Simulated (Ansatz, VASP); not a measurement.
## Li2O: VASP beside Ansatz

```
Li O
1.0
     0.00000    2.31285    2.31285
     2.31285    0.00000    2.31285
     2.31285    2.31285    0.00000
Li O
2 1
Direct
  0.25000 0.25000 0.25000
  0.75000 0.75000 0.75000
  0.00000 0.00000 0.00000
```

Alike in both runs: functional PBE; k mesh 8 × 8 × 8; occupations gaussian, width 0.02 eV; no spin polarisation.

Ansatz relaxed the structure, and its values are those at the end. VASP's run is a single point on that final structure, the one shown.

|  | VASP | Ansatz |
| --- | --- | --- |
| version | VASP 6.6.1 | Ansatz 0.2.0 |
| potentials or method | VASP PAW PBE potentials, release 64 (Li_sv, O), cutoff 750 eV | scalar-relativistic, plane waves, PAW |
| valence electrons in the cell | 12 | 12 |

|  | VASP | Ansatz | Ansatz less VASP |
| --- | --- | --- | --- |
| gap on the k mesh at the Fermi level (eV) | 4.97 | 4.98 | +0.013 |
| least direct gap on the mesh (eV) | 5.24 | 5.24 | 0.000 |
| pressure (GPa) | -0.3 | 0.0 | +0.34 |
